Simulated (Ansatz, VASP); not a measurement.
**Two plane-wave programs on Rb2As**

Contents of INCAR:

```
SYSTEM = Rb2As
PREC = Accurate
ENCUT = 520
EDIFF = 1E-7
ISMEAR = 0
SIGMA = 0.1
LREAL = .False.
LASPH = .True.
NELM = 100
ALGO = Normal
ISIF = 2
LWAVE = .False.
LCHARG = .True.
GGA = PE
IVDW = 12
LELF = .True.
LVHAR = .True.
NBANDS = 18
```

The input KPOINTS:

```
regular mesh
0
Gamma
  4 4 4
  0 0 0
```

POSCAR

```
Rb2As
1.0
   -3.5618553000      3.5618553000      7.0978350400
    3.5618553000     -3.5618553000      7.0978350400
    3.5618553000      3.5618553000     -7.0978350400
Rb As
2 1
Direct
    0.3641193000      0.3641193000      0.0000000000
    0.6358807000      0.6358807000      0.0000000000
    0.0000000000      0.0000000000      0.0000000000
```

Input for Ansatz:

```yaml
crystal:
  lattice:
    - [-3.5618553, 3.5618553, 7.09783504]
    - [3.5618553, -3.5618553, 7.09783504]
    - [3.5618553, 3.5618553, -7.09783504]
  atoms:
    - { symbol: Rb, position: [0.3641193, 0.3641193, 0.0] }
    - { symbol: Rb, position: [0.6358807, 0.6358807, 0.0] }
    - { symbol: As, position: [0.0, 0.0, 0.0] }
basis:
  ecutwfc: 420
kpoints:
  mp_grid: { grid: [4, 4, 4] }
hamiltonian:
  xc: pbe
  dispersion: d3bj
scf:
  occupations: { method: gaussian, width: 0.1 }
  lower_state_search: "off"
output:
  forces: true
  stress: true
  eigenvalues: true
```

Alike in both runs: task single point; functional PBE; dispersion D3(BJ); k mesh 4 × 4 × 4; occupations gaussian, width 0.1 eV; no spin polarisation.

|  | VASP | Ansatz |
| --- | --- | --- |
| version | VASP 6.6.1 | Ansatz 0.2.0 |
| potentials or method | VASP PAW PBE potentials, release 64 (Rb_sv, As), cutoff 520 eV | scalar-relativistic, plane waves, PAW |
| valence electrons in the cell | 23 | 33 |

```tsv
	VASP	Ansatz	Ansatz less VASP
gap on the k mesh at the Fermi level (eV)	none	none	-
pressure (GPa)	-1.4	-1.4	0.00
traceless stress, the component that is largest in VASP (GPa)	0.42	0.42	-0.001
rms of the force components (eV/Å)	0.169	0.169	-0.0001
```

Atom by atom the forces differ by 0.000 eV/Å (rms over components). A gap of «none» marks a metal or a gap that the smearing closes. VASP's potentials hold 23 valence electrons a cell and Ansatz's 33, so a difference there can come from the potentials and not from the codes.
